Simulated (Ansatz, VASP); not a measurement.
ZrTi3N4: VASP beside Ansatz

```
Zr Ti N
1.0
     4.49690    0.00000    0.00000
     0.00000    4.49690    0.00000
     0.00000    0.00000    4.49690
Zr Ti N
1 3 4
Direct
  0.00000 0.00000 0.00000
  0.50000 0.50000 0.00000
  0.00000 0.50000 0.50000
  0.50000 0.00000 0.50000
  0.00000 0.00000 0.50000
  0.50000 0.00000 0.00000
  0.00000 0.50000 0.00000
  0.50000 0.50000 0.50000
```

Alike in both runs: task single point; functional PBE; k mesh 10 × 10 × 10; occupations gaussian, width 0.1 eV; no spin polarisation.

|  | VASP | Ansatz |
| --- | --- | --- |
| version | VASP 6.6.1 | Ansatz 0.2.0 |
| potentials or method | VASP PAW PBE potentials, release 64 (Zr_sv, Ti_sv, N), cutoff 520 eV | scalar-relativistic, plane waves, PAW |
| valence electrons in the cell | 68 | 68 |

VASP gave:

| Quantity | Value |
| --- | --- |
| gap on the k mesh at the Fermi level (eV) | none |
| pressure (GPa) | -20.2 |

Problem. Which values does Ansatz return?

Solution. gap on the k mesh at the Fermi level (eV): none; pressure (GPa): -20.5.

A gap of «none» marks a metal or a gap that the smearing closes.
